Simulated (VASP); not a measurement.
# TiAl (P-6m2) in VASP: notebook, part 2 of 2

VASP 6.6.1. Earlier steps stand in the parts before.

### Step 4. Single point, PBE

This run uses another cell than the first one, of 13.62 Å³/atom, 0.770 times its volume.

Contents of INCAR:

```
PREC = Accurate
ENCUT = 520
EDIFF = 1E-6
ISMEAR = 0
SIGMA = 0.15
LREAL = False
LASPH = True
NELM = 60
ALGO = Normal
ISIF = 2
LWAVE = False
LCHARG = False
GGA = PE
NBANDS = 14
```

Contents of KPOINTS:

```
regular mesh
0
Gamma
  18 18 10
```

Contents of POSCAR:

```
TiAl
1.0
    2.7729000000      0.0000000000      0.0000000000
   -1.3864500000      2.4014018422      0.0000000000
    0.0000000000      0.0000000000      4.0906000000
Ti Al
1 1
Direct
    0.0000000000      0.0000000000      0.0000000000
    0.3333333333      0.6666666667      0.5000000000
```

Potentials or basis: VASP PAW PBE potentials, release 64 (Ti_sv, Al).

Run with:

```
> cat potpaw_PBE.64/Ti_sv/POTCAR potpaw_PBE.64/Al/POTCAR > POTCAR
> mpirun -np 1 vasp_std > vasp.out
```

OUTCAR:

```text
PREC = Accurate
   ENCUT = 520
   EDIFF = 1E-6
   ISMEAR = 0
   LREAL = False
   LASPH = True
   NELM = 60
   ISIF = 2
   GGA = PE

 ion  position               nearest neighbor table
   1  0.000  0.000  0.000-   2 2.60   2 2.60   2 2.60   2 2.60   2 2.60   2 2.60
   2  0.333  0.667  0.500-   1 2.60   1 2.60   1 2.60   1 2.60   1 2.60   1 2.60

  LATTYP: Found a hexagonal cell.
 ALAT       =     2.7729000000
 C/A-ratio  =     1.4752064625

  Lattice vectors:

 A1 = (   2.7729000000,   0.0000000000,   0.0000000000)
 A2 = (  -1.3864500000,   2.4014018422,   0.0000000000)
 A3 = (   0.0000000000,   0.0000000000,   4.0906000000)

Analysis of symmetry for initial positions (statically):
=====================================================================
 Subroutine PRICEL returns:
 Original cell was already a primitive cell.

 Routine SETGRP: Setting up the symmetry group for a
 hexagonal supercell.

 Subroutine GETGRP returns: Found 12 space group operations
 (whereof 12 operations were pure point group operations)
 out of a pool of 24 trial point group operations.

The static configuration has the point symmetry D_3h.

Analysis of symmetry for dynamics (positions and initial velocities):
=====================================================================
 Subroutine PRICEL returns:
 Original cell was already a primitive cell.

 Routine SETGRP: Setting up the symmetry group for a
 hexagonal supercell.

 Subroutine GETGRP returns: Found 12 space group operations
 (whereof 12 operations were pure point group operations)
 out of a pool of 24 trial point group operations.

The dynamic configuration has the point symmetry D_3h.

 Subroutine INISYM returns: Found 12 space group operations
 (whereof 12 operations are pure point group operations),
 and found     1 'primitive' translations

[... 115 lines left out ...]
  volume/ion in A,a.u.               =      13.62        91.91
  Fermi-wavevector in a.u.,A,eV,Ry     =   1.341868  2.535763 24.498794  1.800611
  Thomas-Fermi vector in A             =   2.470068
   LORBIT       =      0    0 simple, 1 ext, 2 COOP (PROOUT), +10 PAW based schemes
   GGA     = PE    functional components
   LHFCALC =     F    Hartree Fock is set to
   AEXX    =    0.0000 exact exchange contribution
   IVDW    =     0    specifies the selected vdW correction
   LEPSILON=     F    determine dielectric tensor
   LRPA    =     F    only Hartree local field effects (RPA)
 non-spin polarized calculation
 Gauss-broadening in eV      SIGMA  =   0.15
  energy-cutoff  :      520.00
  volume of cell :       27.24
 maximum number of plane-waves:       743
 NGX is ok and might be reduce to    24
   NGX = 11   NGY = 11   NGZ = 15

 number of electron      15.0000000 magnetization

 Free energy of the ion-electron system (eV)
  ---------------------------------------------------
  ext. energy  EPLUGINS =         0.00000000
  ---------------------------------------------------
  free energy    TOTEN  =       -11.42076954 eV

  energy without entropy =      -11.39125308  energy(sigma->0) =      -11.40601131

 E-fermi :  10.0062     XC(G=0): -11.8112

 val. band max:       10.0052950382   @ k =   0.3333   0.2222   0.5000
 cond. band min:      10.0083735222   @ k =   0.2778   0.2778   0.3000
 fundamental gap:      0.0030784840
 Fermi energy:        10.0061556545

 k-point     1 :       0.0000    0.0000    0.0000
  band No.  band energies     occupation
      1     -46.0848      2.00000
      2     -22.4837      2.00000
      3     -21.8910      2.00000
      4     -21.8910      2.00000
      5       0.3168      2.00000
      6       7.7634      2.00000
      7       9.2106      2.00000
      8      11.4141      0.00000
      9      11.4141      0.00000
     10      13.1118      0.00000
     11      13.1118      0.00000
     12      16.4158      0.00000
     13      23.3548      0.00000
     14      23.3548      0.00000
[... 377 lines left out ...]
      1     -45.9400      2.00000
      2     -22.6543      2.00000
      3     -22.3402      2.00000
      4     -22.1305      2.00000
      5       5.2445      2.00000
      6       7.6791      2.00000
      7       8.3292      2.00000
      8       8.9790      2.00000
      9      11.6663      0.00000
     10      13.8558      0.00000
     11      15.2556      0.00000
     12      16.0800      0.00000
     13      16.4716      0.00000
     14      18.2510      0.00000

 [... further k-points ...]
[... 5 lines left out ...]
  --------------------------------------------------------------------------------------
  -------------------------------------------------------------------------------------
  Total        4.6301215      4.6301215      8.5166370      0.0000000      0.0000000     -0.0000000
  in kB      272.3434320    272.3434320    500.9480136      0.0000000      0.0000000     -0.0000000
  external PRESSURE =     348.5449592 kB  Pullay stress =       0.0000000 kB

 VOLUME and BASIS-vectors are now :
 -----------------------------------------------------------------------------
  energy-cutoff  :      520.00
  volume of cell :       27.24
      direct lattice vectors                 reciprocal lattice vectors
     2.772900000  0.000000000  0.000000000     0.360633272  0.208211717  0.000000000
    -1.386450000  2.401401842  0.000000000     0.000000000  0.416423433  0.000000000
     0.000000000  0.000000000  4.090600000     0.000000000  0.000000000  0.244462915

 POSITION                                       TOTAL-FORCE (eV/Angst)
 -----------------------------------------------------------------------------------
      0.00000      0.00000      0.00000         0.000000     -0.000000      0.000000
     -0.00000      1.60093      2.04530        -0.000000      0.000000      0.000000
 -----------------------------------------------------------------------------------
    total drift:                                0.000000     -0.000000      0.000000

  FREE ENERGIE OF THE ION-ELECTRON SYSTEM (eV)
  ---------------------------------------------------
  free  energy   TOTEN  =       -11.4207695429 eV

  energy  without entropy=      -11.3912530833  energy(sigma->0) =      -11.40601131
```

stdout:

```text
POSCAR found type information on POSCAR TiAl
 POSCAR found :  2 types and       2 ions
 scaLAPACK will be used
 LDA part: xc-table for (Slater+PW92), standard interpolation
 POSCAR, INCAR and KPOINTS ok, starting setup
 FFT: planning ... GRIDC
 FFT: planning ... GRID_SOFT
 FFT: planning ... GRID
 WAVECAR not read
 entering main loop
```

Wall time 50 s (1 thread of Intel Xeon 6975P-C, shared host); peak memory 0.21 GiB.

What came out:

```
Free energy : -11.4208 eV
Pressure    : 34.9 GPa
```

### Step 5. The runs side by side

| cell | gap on the mesh (eV) | pressure (GPa) |
| --- | --- | --- |
| a = 3.025, b = 3.025, c = 4.463 Å, angles 90.0, 90.0, 120.0°, 2 atoms | none | -3.9 |
| a = 2.737, b = 2.737, c = 4.091 Å, angles 90.0, 90.0, 120.0°, 2 atoms | none | 40.1 |
| a = 2.773, b = 2.773, c = 4.091 Å, angles 90.0, 90.0, 120.0°, 2 atoms | none | 34.9 |

Alike in all rows: task single point; level PBE; potentials or basis VASP PAW PBE potentials, release 64 (Ti_sv, Al); no spin polarisation; k mesh 18 × 18 × 10; cutoff (eV) 520; smearing gaussian 0.15 eV.

Total energies depend on the potentials used, so only differences within one code and one set of settings carry meaning.
